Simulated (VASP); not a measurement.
# WC (Immm) in VASP: further runs

Runs on WC. Level: r2SCAN. Tasks: single point.

Program: VASP 6.6.1. These are calculated values, not measurements. Logs are shortened: lines on timing, memory, paths and dates and some standing lists are left out, and cuts for length are marked.

### 1 The cell of the first run

Symmetry: Immm, No. 71, orthorhombic system. Conventional cell: a = 3.070 Å, b = 3.132 Å, c = 4.385 Å, α = 90.00°, β = 90.00°, γ = 90.00°. Within 2.9 Å of W (site symmetry mmm) lie 6 C at 2.19 Å. Within 2.9 Å of C (site symmetry mmm) lie 6 W at 2.19 Å.

### 2 Single point, r2SCAN (strain -0.0200 x Voigt [0, 0, 0, 1, 0, 0])

Contents of POSCAR:

```
WC
1.0
    0.0000000000      2.1707571600      2.1707571600
    2.1926840000     -0.0219268400      2.1926840000
    2.1926840000      2.1926840000     -0.0219268400
W C
1 1
Direct
    0.0000000000      0.0000000000      0.0000000000
    0.5000000000      0.5000000000      0.5000000000
```

Contents of INCAR.step1:

```
SYSTEM = WC
PREC     = Accurate       ! precision mode
ENCUT    = 520            ! plane-wave cutoff, eV
ISMEAR   = 0              ! smearing method
SIGMA    = 0.15           ! smearing width, eV
LREAL    = .False.        ! projectors in reciprocal space
LASPH    = .True.         ! aspherical terms in the spheres
NELM     = 100            ! most SCF steps
NBANDS   = 16             ! bands
GGA      = PE             ! functional
ALGO     = Normal         ! electronic algorithm
EDIFF    = 1E-4           ! SCF threshold, eV
LWAVE    = .True.         ! write WAVECAR
LCHARG   = .False.        ! write CHGCAR
```

Contents of INCAR.step2:

```
SYSTEM = WC
PREC     = Accurate       ! precision mode
ENCUT    = 520            ! plane-wave cutoff, eV
EDIFF    = 1E-6           ! SCF threshold, eV
ISMEAR   = 0              ! smearing method
SIGMA    = 0.15           ! smearing width, eV
LREAL    = .False.        ! projectors in reciprocal space
LASPH    = .True.         ! aspherical terms in the spheres
NELM     = 100            ! most SCF steps
ALGO     = Normal         ! electronic algorithm
ISIF     = 2              ! what is computed and relaxed
LWAVE    = .False.        ! write WAVECAR
LCHARG   = .False.        ! write CHGCAR
METAGGA  = R2SCAN         ! meta-GGA
LMIXTAU  = .True.       
NBANDS   = 16             ! bands
ISTART   = 1
```

Contents of KPOINTS:

```
Automatic mesh
0
Gamma
  18 18 18
  0 0 0
```

Potentials or basis: VASP PAW PBE potentials, release 64 (W_sv, C).

The run is started by

```bash
$ cat potpaw_PBE.64/W_sv/POTCAR potpaw_PBE.64/C/POTCAR > POTCAR
$ cp INCAR.step1 INCAR
$ mpirun -np 1 vasp_std > vasp.out
$ cp INCAR.step2 INCAR
$ mpirun -np 1 vasp_std > vasp.out
```

OUTCAR:

```text
SYSTEM = WC
   PREC = Accurate
   ENCUT = 520
   EDIFF = 1E-6
   ISMEAR = 0
   LREAL = .False.
   LASPH = .True.
   NELM = 100
   ISIF = 2
   METAGGA = R2SCAN
   ISTART = 1

 ion  position               nearest neighbor table
   1  0.000  0.000  0.000-   2 2.19   2 2.19   2 2.19   2 2.19   2 2.19   2 2.19
   2  0.500  0.500  0.500-   1 2.19   1 2.19   1 2.19   1 2.19   1 2.19   1 2.19

  LATTYP: Found a body centered orthorhombic cell.
 ALAT       =     3.0699142163
 B/A-ratio  =     1.0202020202
 C/A-ratio  =     1.4284985479

  Lattice vectors:

 A1 = (  -2.1926840000,   0.0219268400,  -2.1926840000)
 A2 = (  -2.1926840000,  -0.0219268400,   2.1926840000)
 A3 = (   2.1926840000,   2.1926840000,  -0.0219268400)

Analysis of symmetry for initial positions (statically):
=====================================================================
 Subroutine PRICEL returns:
 Original cell was already a primitive cell.

 Routine SETGRP: Setting up the symmetry group for a
 body centered orthorhombic supercell.

 Subroutine GETGRP returns: Found  8 space group operations
 (whereof  8 operations were pure point group operations)
 out of a pool of  8 trial point group operations.

The static configuration has the point symmetry D_2h.

Analysis of symmetry for dynamics (positions and initial velocities):
=====================================================================
 Subroutine PRICEL returns:
 Original cell was already a primitive cell.

 Routine SETGRP: Setting up the symmetry group for a
 body centered orthorhombic supercell.

 Subroutine GETGRP returns: Found  8 space group operations
 (whereof  8 operations were pure point group operations)
 out of a pool of  8 trial point group operations.

The dynamic configuration has the point symmetry D_2h.

 Subroutine INISYM returns: Found  8 space group operations
 (whereof  8 operations are pure point group operations),
 and found     1 'primitive' translations

----------------------------------------------------------------------------------------

                                     Primitive cell

  volume of cell :      21.0821

  direct lattice vectors                    reciprocal lattice vectors
     0.000000000  2.170757160  2.170757160    -0.228031034  0.230334378  0.230334378
     2.192684000 -0.021926840  2.192684000     0.228031034 -0.225773301  0.225773301
     2.192684000  2.192684000 -0.021926840     0.228031034  0.225773301 -0.225773301

[... 70 lines left out ...]
   ions per type =               1   1
   NGX,Y,Z   is equivalent  to a cutoff of  13.00, 12.87, 12.87 a.u.
   NGXF,Y,Z  is equivalent  to a cutoff of  25.99, 25.73, 25.73 a.u.
 SYSTEM =  WC
   PREC   = accura    normal or accurate (medium, high low for compatibility)
   ISTART =      1    job   : 0-new  1-cont  2-samecut
   ICHARG =      0    charge: 1-file 2-atom 10-const
   ISPIN  =      1    spin polarized calculation?
   LNONCOLLINEAR =      F non collinear calculations
   LSORBIT =      F    spin-orbit coupling
   LASPH  =      T    aspherical Exc in radial PAW
   ENCUT  =  520.0 eV  38.22 Ry    6.18 a.u.   5.71  5.77  5.77*2*pi/ulx,y,z
   NELM   =    100;   NELMIN=  2; NELMDL=  0     # of ELM steps
   EDIFF  = 0.1E-05   stopping-criterion for ELM
   LREAL  =      F    real-space projection
[... 7 lines left out ...]
   TEBEG  =    0.0;   TEEND  =   0.0 temperature during run
   PSTRESS=    0.0 pullay stress
   NELECT =      18.0000    total number of electrons
   NUPDOWN=      -1.0000    fix difference up-down
   EMIN   =  10.00;   EMAX   =-10.00  energy-range for DOS
   EFERMI =   0.00;   METHOD = LEGACY
   ISMEAR =     0;   SIGMA  =   0.15  broadening in eV -4-tet -1-fermi 0-gaus
   EFERMI_NEDOS =   21; number of points for ismear=-14 and -15
   IALGO  =     38    algorithm
   IMIX   =      4    mixing-type and parameters
     AMIX     =   0.40;   BMIX     =  1.00
     AMIX_MAG =   1.60;   BMIX_MAG =  1.00
  volume/ion in A,a.u.               =      10.54        71.13
  Fermi-wavevector in a.u.,A,eV,Ry     =   1.553081  2.934897 32.818075  2.412060
  Thomas-Fermi vector in A             =   2.657363
   LORBIT       =      0    0 simple, 1 ext, 2 COOP (PROOUT), +10 PAW based schemes
   METAGGA = R2SCAN    functional components
   LHFCALC =     F    Hartree Fock is set to
   AEXX    =    0.0000 exact exchange contribution
   IVDW    =     0    specifies the selected vdW correction
   LEPSILON=     F    determine dielectric tensor
   LRPA    =     F    only Hartree local field effects (RPA)
 non-spin polarized calculation
 Gauss-broadening in eV      SIGMA  =   0.15
  energy-cutoff  :      520.00
  volume of cell :       21.08
 maximum number of plane-waves:       584
   NGX = 11   NGY = 11   NGZ = 11

 number of electron      18.0000001 magnetization

 Free energy of the ion-electron system (eV)
  ---------------------------------------------------
  ext. energy  EPLUGINS =         0.00000000
  ---------------------------------------------------
  free energy    TOTEN  =       -60.62563314 eV

  energy without entropy =      -60.61647858  energy(sigma->0) =      -60.62105586

 E-fermi :  12.4014     XC(G=0): -14.8523

 val. band max:       12.4013197638   @ k =  -0.0556   0.2778   0.0556
 cond. band min:      12.4027461647   @ k =   0.2778   0.2778   0.0000
 fundamental gap:      0.0014264009
 Fermi energy:        12.4014043540

 k-point     1 :       0.0000    0.0000    0.0000
  band No.  band energies     occupation
      1     -65.0554      2.00000
      2     -28.4073      2.00000
      3     -28.3905      2.00000
      4     -28.3718      2.00000
      5      -4.3049      2.00000
      6       9.4197      2.00000
[... 433 lines left out ...]
      3     -28.4694      2.00000
      4     -28.4288      2.00000
      5      -1.9896      2.00000
      6       5.0130      2.00000
[... 8 lines left out ...]
     15      25.8747      0.00000
     16      27.8328      0.00000

 [... further k-points ...]
[... 5 lines left out ...]
  --------------------------------------------------------------------------------------
  -------------------------------------------------------------------------------------
  Total       -0.4812246     -0.4691409     -0.4691409      0.0000000      0.3914305      0.0000000
  in kB      -36.5715781    -35.6532524    -35.6532524      0.0000000     29.7475021      0.0000000
  external PRESSURE =     -35.9593610 kB  Pullay stress =       0.0000000 kB

 VOLUME and BASIS-vectors are now :
 -----------------------------------------------------------------------------
  energy-cutoff  :      520.00
  volume of cell :       21.08
      direct lattice vectors                 reciprocal lattice vectors
     0.000000000  2.170757160  2.170757160    -0.228031034  0.230334378  0.230334378
     2.192684000 -0.021926840  2.192684000     0.228031034 -0.225773301  0.225773301
     2.192684000  2.192684000 -0.021926840     0.228031034  0.225773301 -0.225773301

 POSITION                                       TOTAL-FORCE (eV/Angst)
 -----------------------------------------------------------------------------------
      0.00000      0.00000      0.00000         0.000000      0.000000     -0.000000
      2.19268      2.17076      2.17076        -0.000000     -0.000000      0.000000
 -----------------------------------------------------------------------------------
    total drift:                                0.000000     -0.000000     -0.000000

  FREE ENERGIE OF THE ION-ELECTRON SYSTEM (eV)
  ---------------------------------------------------
  free  energy   TOTEN  =       -60.6256331415 eV

  energy  without entropy=      -60.6164785760  energy(sigma->0) =      -60.62105586
```

OSZICAR.step1:

```text
N       E                     dE             d eps       ncg     rms          rms(c)
DAV:   1     0.109960492658E+03    0.10996E+03   -0.93600E+03 27784   0.125E+03
DAV:   2    -0.217475941474E+02   -0.13171E+03   -0.12694E+03 33576   0.335E+02
DAV:   3    -0.250355598089E+02   -0.32880E+01   -0.32762E+01 29952   0.499E+01
DAV:   4    -0.250523672736E+02   -0.16807E-01   -0.16807E-01 36368   0.406E+00
DAV:   5    -0.250524917333E+02   -0.12446E-03   -0.12446E-03 29904   0.330E-01    0.307E+01
DAV:   6    -0.216655494460E+02    0.33869E+01   -0.87338E+00 35336   0.278E+01    0.772E+00
DAV:   7    -0.215872538732E+02    0.78296E-01   -0.50592E-01 28024   0.562E+00    0.631E+00
DAV:   8    -0.215606276951E+02    0.26626E-01   -0.78248E-02 32080   0.238E+00    0.147E+00
DAV:   9    -0.215585916529E+02    0.20360E-02   -0.36637E-03 30216   0.529E-01    0.119E-01
DAV:  10    -0.215585242608E+02    0.67392E-04   -0.36744E-04 33624   0.208E-01
   1 F= -.21558524E+02 E0= -.21553736E+02  d E =-.957662E-02
```

Wall time 32 min (1 thread of Oxide Virtual Turin-like, shared host); peak memory 0.36 GiB.

What came out:

```yaml
Free_energy: -60.6256 eV
Pressure: -3.6 GPa
Band_gap_on_the_k_mesh: zero (bands 9 and 10 overlap by 3.25 eV)
```

Levels at points of the mesh, in eV from the Fermi level:
```csv
k point,band 5,band 6,band 7,band 8,band 9,band 10,band 11,band 12,band 13,band 14
"(0.00, 0.00, 0.00)",-16.71,-2.98,-2.85,-2.69,-1.24,-1.16,-1.07,-1.01,-1.01,7.04
"(0.50, 0.00, 0.00)",-12.01,-10.17,-7.08,-6.91,1.04,1.23,2.58,5.29,9.20,9.30
"(0.00, 0.50, 0.00)",-12.11,-10.21,-6.95,-6.77,0.92,1.15,2.46,5.44,9.06,9.16
"(0.50, 0.50, 0.00)",-14.50,-5.90,-5.88,-2.70,-2.70,0.85,2.34,2.34,5.72,7.69
"(0.00, 0.50, 0.50)",-14.50,-5.90,-5.88,-2.83,-2.56,0.86,2.34,2.35,5.71,7.69
```

Caveat: the cell differs from its parent crystal (strain -0.0200 x Voigt [0, 0, 0, 1, 0, 0]); the cell stands under tension; the PAW data sets were made with another functional, which shifts forces and pressure a little; spin-orbit coupling is left out, which moves the levels of the heavy elements.

### 3 Single point, r2SCAN (strain +0.0150 x Voigt [0, 0, 0, 1, 0, 0])

Contents of POSCAR:

```
WC
1.0
    0.0000000000      2.2091291300      2.2091291300
    2.1926840000      0.0164451300      2.1926840000
    2.1926840000      2.1926840000      0.0164451300
W C
1 1
Direct
    0.0000000000      0.0000000000      0.0000000000
    0.5000000000      0.5000000000      0.5000000000
```

Contents of INCAR.step1:

```
PREC = Accurate ; ENCUT = 520
ISMEAR = 0 ; SIGMA = 0.15
LREAL = False ; LASPH = True
NELM = 100 ; NBANDS = 16
GGA = PE ; ALGO = Normal
EDIFF = 1E-4 ; LWAVE = True
LCHARG = False
```

Contents of INCAR.step2:

```
PREC = Accurate ; ENCUT = 520
EDIFF = 1E-6 ; ISMEAR = 0
SIGMA = 0.15 ; LREAL = False
LASPH = True ; NELM = 100
ALGO = Normal ; ISIF = 2
LWAVE = False ; LCHARG = True
METAGGA = R2SCAN ; LMIXTAU = True
LELF = True ; LVHAR = True
NBANDS = 16 ; ISTART = 1
```

Contents of KPOINTS:

```
regular mesh
0
Gamma
  18 18 18
```

Potentials or basis: VASP PAW PBE potentials, release 64 (W_sv, C).

The run is started by

```bash
$ cat potpaw_PBE.64/W_sv/POTCAR potpaw_PBE.64/C/POTCAR > POTCAR
$ cp INCAR.step1 INCAR
$ mpirun -np 1 vasp_std > vasp.out
$ cp INCAR.step2 INCAR
$ mpirun -np 1 vasp_std > vasp.out
```

Wall time 37 min (1 thread of Oxide Virtual Turin-like, shared host); peak memory 0.35 GiB.

Results (log left out):

* Free energy: -60.6273 eV
* Pressure: -3.6 GPa
* Band gap on the k mesh: zero (bands 9 and 10 overlap by 3.26 eV)

Stress tensor (GPa, compression positive):
```
-3.64  0.00  0.00
 0.00 -3.61 -2.28
 0.00 -2.28 -3.61
```

Levels at points of the mesh, in eV from the Fermi level:
| k point | band 6 | band 7 | band 8 | band 9 | band 10 | band 11 | band 12 | band 13 |
| --- | --- | --- | --- | --- | --- | --- | --- | --- |
| (0.00, 0.00, 0.00) | -2.95 | -2.84 | -2.73 | -1.22 | -1.16 | -1.09 | -1.01 | -1.01 |
| (0.50, 0.00, 0.00) | -10.20 | -6.95 | -6.81 | 0.97 | 1.14 | 2.46 | 5.42 | 9.09 |
| (0.00, 0.50, 0.00) | -10.17 | -7.05 | -6.91 | 1.06 | 1.20 | 2.56 | 5.31 | 9.20 |
| (0.50, 0.50, 0.00) | -5.90 | -5.88 | -2.70 | -2.70 | 0.85 | 2.34 | 2.34 | 5.72 |
| (0.00, 0.50, 0.50) | -5.90 | -5.88 | -2.80 | -2.60 | 0.86 | 2.34 | 2.35 | 5.71 |

Caveat: the cell differs from its parent crystal (strain +0.0150 x Voigt [0, 0, 0, 1, 0, 0]); the cell stands under tension; the PAW data sets were made with another functional, which shifts forces and pressure a little; spin-orbit coupling is left out, which moves the levels of the heavy elements.
